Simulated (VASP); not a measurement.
AlN: single point with PBE exchange alone

Crystal: AlN.

```
CELL_PARAMETERS angstrom
3.15397 0.00000 0.00000
-1.57698 2.73141 0.00000
0.00000 0.00000 5.04655
ATOMIC_POSITIONS crystal
Al 0.66667 0.33333 0.50000
Al 0.33333 0.66667 0.00000
N 0.66667 0.33333 0.88000
N 0.33333 0.66667 0.38000
```

```yaml
Program: VASP 6.6.1
Task: single point
Functional: PBE exchange alone
Potentials_or_basis: VASP PAW PBE potentials, release 64 (Al, N)
Cutoff: 520 eV
k_mesh: 10 × 10 × 6
Occupations: fermi-dirac, width 0.05 eV
Spin: no spin polarisation
```

```
Pressure               : 9.7 GPa
Largest force          : 0.095 eV/Å
Band gap on the k mesh : 4.18 eV
```

Forces in eV/Å, atoms in the order of the input:
```
Al   0.000  0.000 -0.095
Al   0.000  0.000 -0.095
N    0.000  0.000  0.095
N    0.000  0.000  0.095
```

Stress tensor (GPa, compression positive):
```
 8.90  0.00  0.00
 0.00  8.90  0.00
 0.00  0.00 11.30
```

Levels at points of the mesh, in eV from the valence-band top:
```
           k point  band 5  band 6  band 7  band 8  band 9  band 10  band 11  band 12
(0.00, 0.00, 0.00)   -0.80   -0.17   -0.17    0.00    4.18     6.53    10.56    11.01
(0.50, 0.00, 0.00)   -3.18   -1.98   -1.65   -0.64    5.97     6.01     8.06    10.26
(0.00, 0.00, 0.50)   -0.50   -0.50   -0.50   -0.50    6.37     6.37    10.23    10.23
(0.50, 0.00, 0.50)   -1.38   -1.38   -1.29   -1.29    5.48     5.48     9.24     9.24
```

Wall time 12 s on 1 thread of Intel(R) Xeon(R) 6975P-C (Granite Rapids), with other jobs on the host, peak memory 0.16 GiB.

Caveat: the cell stands under pressure. A k mesh can miss the band edges.
